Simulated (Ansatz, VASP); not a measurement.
LiCl in VASP and in Ansatz

```
Li Cl
1.0
     0.00000    2.66735    2.46217
     2.66735    0.00000    2.46217
     2.66735    2.66735    0.00000
Li Cl
1 1
Direct
  0.00000 0.00000 0.00000
  0.50000 0.50000 0.50000
```

Change from the starting cell: strain +0.040 along x and y, -0.040 along z, atoms carried along.

Alike in both runs: task single point; functional PBE; k mesh 8 × 8 × 8; occupations gaussian, width 0.05 eV; no spin polarisation.

|  | VASP | Ansatz |
| --- | --- | --- |
| version | VASP 6.6.1 | Ansatz 0.2.0 |
| potentials or method | VASP PAW PBE potentials, release 64 (Li_sv, Cl), cutoff 520 eV | scalar-relativistic, plane waves, PAW |
| valence electrons in the cell | 10 | 10 |

```tsv
	VASP	Ansatz	Ansatz less VASP
gap on the k mesh at the Fermi level (eV)	6.06	6.05	-0.012
least direct gap on the mesh (eV)	6.06	6.05	-0.012
```

Noted on VASP's run: the cutoff is short for stress, so the pressure is rough.
